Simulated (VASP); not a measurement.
# Al (Fm-3m) in VASP: a series of runs, part 2 of 2

VASP 6.6.1. The steps go on from the part before.

## (4) Single point, r2SCAN

POSCAR

```
Al
1.0
    0.0000000000      1.9966927595      1.9966927595
    1.9966927595      0.0000000000      1.9966927595
    1.9966927595      1.9966927595      0.0000000000
Al
1
Direct
    0.0000000000      0.0000000000      0.0000000000
```

INCAR.step1

```
SYSTEM = Al
PREC     = Accurate       ! precision mode
ENCUT    = 520            ! plane-wave cutoff, eV
ISMEAR   = -1             ! smearing method
SIGMA    = 0.1            ! smearing width, eV
LREAL    = .False.        ! projectors in reciprocal space
LASPH    = .True.         ! aspherical terms in the spheres
NELM     = 60             ! most SCF steps
NBANDS   = 8              ! bands
GGA      = PE             ! functional
ALGO     = Normal         ! electronic algorithm
EDIFF    = 1E-4           ! SCF threshold, eV
LWAVE    = .True.         ! write WAVECAR
LCHARG   = .False.        ! write CHGCAR
```

INCAR.step2

```
SYSTEM = Al
PREC     = Accurate       ! precision mode
ENCUT    = 520            ! plane-wave cutoff, eV
EDIFF    = 1E-6           ! SCF threshold, eV
ISMEAR   = -1             ! smearing method
SIGMA    = 0.1            ! smearing width, eV
LREAL    = .False.        ! projectors in reciprocal space
LASPH    = .True.         ! aspherical terms in the spheres
NELM     = 60             ! most SCF steps
ALGO     = Normal         ! electronic algorithm
ISIF     = 2              ! what is computed and relaxed
LWAVE    = .False.        ! write WAVECAR
LCHARG   = .False.        ! write CHGCAR
METAGGA  = R2SCAN         ! meta-GGA
LMIXTAU  = .True.       
NBANDS   = 8              ! bands
ISTART   = 1
```

KPOINTS

```
Automatic mesh
0
Gamma
  4 4 4
  0 0 0
```

Potentials or basis: VASP PAW PBE potentials, release 64 (Al).

Launch:

```bash
> cat potpaw_PBE.64/Al/POTCAR > POTCAR
> cp INCAR.step1 INCAR
> mpirun -np 1 vasp_std > vasp.out
> cp INCAR.step2 INCAR
> mpirun -np 1 vasp_std > vasp.out
```

OUTCAR:

```text
SYSTEM = Al
   PREC = Accurate
   ENCUT = 520
   EDIFF = 1E-6
   ISMEAR = -1
   LREAL = .False.
   LASPH = .True.
   NELM = 60
   ISIF = 2
   METAGGA = R2SCAN
   ISTART = 1

 ion  position               nearest neighbor table
   1  0.000  0.000  0.000-

  LATTYP: Found a face centered cubic cell.
 ALAT       =     3.9933855190

  Lattice vectors:

 A1 = (   0.0000000000,   1.9966927595,   1.9966927595)
 A2 = (   1.9966927595,   0.0000000000,   1.9966927595)
 A3 = (   1.9966927595,   1.9966927595,   0.0000000000)

Analysis of symmetry for initial positions (statically):
=====================================================================
 Subroutine PRICEL returns:
 Original cell was already a primitive cell.

 Routine SETGRP: Setting up the symmetry group for a
 face centered cubic supercell.

 Subroutine GETGRP returns: Found 48 space group operations
 (whereof 48 operations were pure point group operations)
 out of a pool of 48 trial point group operations.

The static configuration has the point symmetry O_h .

Analysis of symmetry for dynamics (positions and initial velocities):
=====================================================================
 Subroutine PRICEL returns:
 Original cell was already a primitive cell.

 Routine SETGRP: Setting up the symmetry group for a
 face centered cubic supercell.

 Subroutine GETGRP returns: Found 48 space group operations
 (whereof 48 operations were pure point group operations)
 out of a pool of 48 trial point group operations.

The dynamic configuration has the point symmetry O_h .

 Subroutine INISYM returns: Found 48 space group operations
 (whereof 48 operations are pure point group operations),
 and found     1 'primitive' translations

----------------------------------------------------------------------------------------

                                     Primitive cell

  volume of cell :      15.9208
[... 90 lines left out ...]
     AMIX_MAG =   1.60;   BMIX_MAG =  1.00
  volume/ion in A,a.u.               =      15.92       107.44
  Fermi-wavevector in a.u.,A,eV,Ry     =   0.938557  1.773616 11.985227  0.880889
  Thomas-Fermi vector in A             =   2.065781
   LORBIT       =      0    0 simple, 1 ext, 2 COOP (PROOUT), +10 PAW based schemes
   METAGGA = R2SCAN    functional components
   LHFCALC =     F    Hartree Fock is set to
   AEXX    =    0.0000 exact exchange contribution
   IVDW    =     0    specifies the selected vdW correction
   LEPSILON=     F    determine dielectric tensor
   LRPA    =     F    only Hartree local field effects (RPA)
 non-spin polarized calculation
  energy-cutoff  :      520.00
  volume of cell :       15.92
 maximum number of plane-waves:       444
 NGX is ok and might be reduce to    24
   NGX = 11   NGY = 11   NGZ = 11

 number of electron       3.0000000 magnetization

 Free energy of the ion-electron system (eV)
  ---------------------------------------------------
  ext. energy  EPLUGINS =         0.00000000
  ---------------------------------------------------
  free energy    TOTEN  =        -6.45628849 eV

  energy without entropy =       -6.41356008  energy(sigma->0) =       -6.43492429

 E-fermi :   7.7219     XC(G=0): -11.0225

 val. band max:        7.5764188496   @ k =   0.5000   0.2500   0.0000
 cond. band min:       8.3831237435   @ k =  -0.2500   0.5000   0.2500
 fundamental gap:      0.8067048939
 Fermi energy:         7.7218543551

 k-point     1 :       0.0000    0.0000    0.0000
  band No.  band energies     occupation
      1      -3.6852      2.00000
      2      21.9091      0.00000
      3      21.9091      0.00000
      4      21.9091      0.00000
      5      24.1055      0.00000
      6      24.1055      0.00000
      7      24.1055      0.00000
      8      26.0276      0.00000
[... 67 lines left out ...]
 k-point     8 :      -0.2500    0.5000    0.2500
  band No.  band energies     occupation
      1       7.4005      1.92269
      2       7.4005      1.92268
      3       8.3831      0.00268
      4      10.1213      0.00000
      5      25.5100      0.00000
      6      25.5100      0.00000
      7      26.4895      0.00000
      8      28.4907      0.00000

------------------------ aborting loop because EDIFF is reached ----------------------------------------

  FORCE on cell =-STRESS in cart. coord.  units (eV):
  Direction    XX          YY          ZZ          XY          YZ          ZX
  --------------------------------------------------------------------------------------
  -------------------------------------------------------------------------------------
  Total        0.1558323      0.1558323      0.1558323     -0.0000000      0.0000000      0.0000000
  in kB       15.6821086     15.6821086     15.6821086     -0.0000000      0.0000000      0.0000000
  external PRESSURE =      15.6821086 kB  Pullay stress =       0.0000000 kB

 VOLUME and BASIS-vectors are now :
 -----------------------------------------------------------------------------
  energy-cutoff  :      520.00
  volume of cell :       15.92
      direct lattice vectors                 reciprocal lattice vectors
     0.000000000  1.996692759  1.996692759    -0.250414090  0.250414090  0.250414090
     1.996692759  0.000000000  1.996692759     0.250414090 -0.250414090  0.250414090
     1.996692759  1.996692759  0.000000000     0.250414090  0.250414090 -0.250414090

 POSITION                                       TOTAL-FORCE (eV/Angst)
 -----------------------------------------------------------------------------------
      0.00000      0.00000      0.00000         0.000000      0.000000      0.000000
 -----------------------------------------------------------------------------------
    total drift:                               -0.000000     -0.000000      0.000000

  FREE ENERGIE OF THE ION-ELECTRON SYSTEM (eV)
  ---------------------------------------------------
  free  energy   TOTEN  =        -6.4562884864 eV

  energy  without entropy=       -6.4135600839  energy(sigma->0) =       -6.43492429
```

OUTCAR.step1:

```text
SYSTEM = Al
   PREC = Accurate
   ENCUT = 520
   ISMEAR = -1
   LREAL = .False.
   LASPH = .True.
[... 286 lines left out ...]
 -----------------------------------------------------------------------------------
      0.00000      0.00000      0.00000         0.000000      0.000000      0.000000
 -----------------------------------------------------------------------------------
    total drift:                               -0.000000      0.000000      0.000000

  FREE ENERGIE OF THE ION-ELECTRON SYSTEM (eV)
  ---------------------------------------------------
  free  energy   TOTEN  =        -3.4772270520 eV

  energy  without entropy=       -3.4332854885  energy(sigma->0) =       -3.45525627
```

OSZICAR.step1:

```text
N       E                     dE             d eps       ncg     rms          rms(c)
DAV:   1    -0.212071973456E+01   -0.21207E+01   -0.86016E+02   128   0.215E+02
DAV:   2    -0.349385842367E+01   -0.13731E+01   -0.13688E+01   144   0.189E+01
DAV:   3    -0.349919282053E+01   -0.53344E-02   -0.53341E-02   184   0.146E+00
DAV:   4    -0.349920515454E+01   -0.12334E-04   -0.12333E-04   176   0.471E-02
DAV:   5    -0.349920520719E+01   -0.52654E-07   -0.53007E-07   176   0.234E-03    0.140E+00
DAV:   6    -0.348671783953E+01    0.12487E-01   -0.12281E-03   176   0.178E-01    0.822E-01
DAV:   7    -0.347722654743E+01    0.94913E-02   -0.39864E-03   144   0.296E-01    0.153E-01
DAV:   8    -0.347722705203E+01   -0.50459E-06   -0.94193E-06   160   0.229E-02
   1 F= -.34772271E+01 E0= -.34552563E+01  d E =-.439416E-01
```

Wall time 7.5 s (1 thread of Intel Xeon 6975P-C, shared host); peak memory 0.13 GiB.

What came out:

| Item | Value |
| --- | --- |
| Free energy | -6.4563 eV |
| Pressure | 1.6 GPa |

Caveat: the k points lie up to 0.68 Å⁻¹ apart; the PAW data sets were made with another functional, which shifts forces and pressure a little.

## (5) Single point, r2SCAN

POSCAR is that of step 4.

INCAR.step1

```
SYSTEM = Al
  PREC = Accurate
  ENCUT = 520
  ISMEAR = -1
  SIGMA = 0.1
  LREAL = .FALSE.
  LASPH = .TRUE.
  NELM = 100
  NBANDS = 8
  GGA = PE
  ALGO = Normal
  EDIFF = 1E-4
  LWAVE = .TRUE.
  LCHARG = .FALSE.
```

INCAR.step2

```
SYSTEM = Al
  PREC = Accurate
  ENCUT = 520
  EDIFF = 1E-6
  ISMEAR = -1
  SIGMA = 0.1
  LREAL = .FALSE.
  LASPH = .TRUE.
  NELM = 100
  ALGO = Normal
  ISIF = 2
  LWAVE = .FALSE.
  LCHARG = .FALSE.
  METAGGA = R2SCAN
  LMIXTAU = .TRUE.
  NBANDS = 8
  ISTART = 1
```

KPOINTS

```
Automatic mesh
0
G
  5 5 5
  0 0 0
```

Launch:

```bash
> cat potpaw_PBE.64/Al/POTCAR > POTCAR
> cp INCAR.step1 INCAR
> mpirun -np 1 vasp_std > vasp.out
> cp INCAR.step2 INCAR
> mpirun -np 1 vasp_std > vasp.out
```

It took 8.5 s on 1 thread of Intel Xeon 6975P-C, shared host; peak memory 0.13 GiB.

The run converged. Its results:

```
Free energy : -6.6754 eV
Pressure    : 1.4 GPa
```

Levels at points of the mesh, in eV from the Fermi level:
| k point | band 1 | band 2 | band 3 | band 4 |
| --- | --- | --- | --- | --- |
| (0.00, 0.00, 0.00) | -12.43 | 13.21 | 13.21 | 13.21 |

Caveat: the k points lie up to 0.55 Å⁻¹ apart; the PAW data sets were made with another functional, which shifts forces and pressure a little.

## (6) Summary

| k mesh | gap on the mesh (eV) | pressure (GPa) |
| --- | --- | --- |
| 22 × 22 × 22 | none | -0.3 |
| 2 × 2 × 2 | none | -3.4 |
| 4 × 4 × 4 | none | 1.6 |
| 5 × 5 × 5 | none | 1.4 |

Alike in all rows: task single point; level r2SCAN; potentials or basis VASP PAW PBE potentials, release 64 (Al); no spin polarisation; cell as given; cutoff (eV) 520; smearing fermi-dirac 0.1 eV.

Caveats: some runs use coarse meshes; the PAW data sets were made with another functional, which shifts forces and pressure a little.

Absolute energies hang on the potentials; compare differences alone.
